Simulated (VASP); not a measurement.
Write the native input for VASP 6.6.1 that does the following.

| Property | Result |
| --- | --- |
| Task | single point |
| Functional | PBE |
| Potentials or basis | VASP PAW PBE potentials, release 64 (Be, Ga_d) |
| Cutoff | 600 eV |
| k mesh | 1 × 1 × 1, shifted |
| Occupations | fermi-dirac, width 0.28 eV |
| Spin | no spin polarisation |
| Hubbard terms | Ga d U = 2.4 eV |
| Dipole correction | no |
| Further INCAR settings | ALGO = Normal; EDIFF = 1e-06; NBANDS = 28 |

The structure of BeGa3 lies in POSCAR:

```
BeGa3
1.0
   -2.0436200000      2.0436200000      3.7906850000
    2.0436200000     -2.0436200000      3.7906850000
    2.0436200000      2.0436200000     -3.7906850000
Be Ga
1 3
Direct
    0.0000000000      0.0000000000      0.0000000000
    0.7500000000      0.2500000000      0.5000000000
    0.2500000000      0.7500000000      0.5000000000
    0.5000000000      0.5000000000      0.0000000000
```

These files were run (other wordings do the same):

INCAR

```
PREC     = Accurate       # precision mode
ENCUT    = 600            # plane-wave cutoff, eV
EDIFF    = 1E-6           # SCF threshold, eV
ISMEAR   = -1             # smearing method
SIGMA    = 0.28           # smearing width, eV
LREAL    = F              # projectors in reciprocal space
LASPH    = T              # aspherical terms in the spheres
NELM     = 200            # most SCF steps
ALGO     = Normal         # electronic algorithm
ISIF     = 2              # what is computed and relaxed
LWAVE    = F              # write WAVECAR
LCHARG   = F              # write CHGCAR
LDAU     = T              # DFT+U
LDAUTYPE = 2            
LDAUL    = -1 2           # shell
LDAUU    = 0 2.4          # U, eV
LDAUJ    = 0 0          
LDAUPRINT= 1            
GGA      = PE             # functional
NBANDS   = 28             # bands
GGA_COMPAT= F
```

KPOINTS

```
Automatic mesh
0
Gamma
  1 1 1
  0.25 0.25 0.25
```

Potentials or basis: VASP PAW PBE potentials, release 64 (Be, Ga_d).

The run is started by

```bash
$ cat potpaw_PBE.64/Be/POTCAR potpaw_PBE.64/Ga_d/POTCAR > POTCAR
$ mpirun -np 1 vasp_std > vasp.out
```

It gave:

```json
{
  "Pressure": "-6.9 GPa",
  "Band gap on the k mesh": "zero (an odd number of electrons rules out a gap without spin polarisation)"
}
```

Caveat: the k points lie up to 1.75 Å⁻¹ apart, too coarse for converged energies and pressures of a metal; so wide a smearing shifts energies and pressures; U without spin polarisation on a metal has little footing; the U is typed as a test and isn't derived for this compound.

Run time: 20 s on 1 thread of AMD EPYC 7R13, on a shared host, peak memory 0.23 GiB.
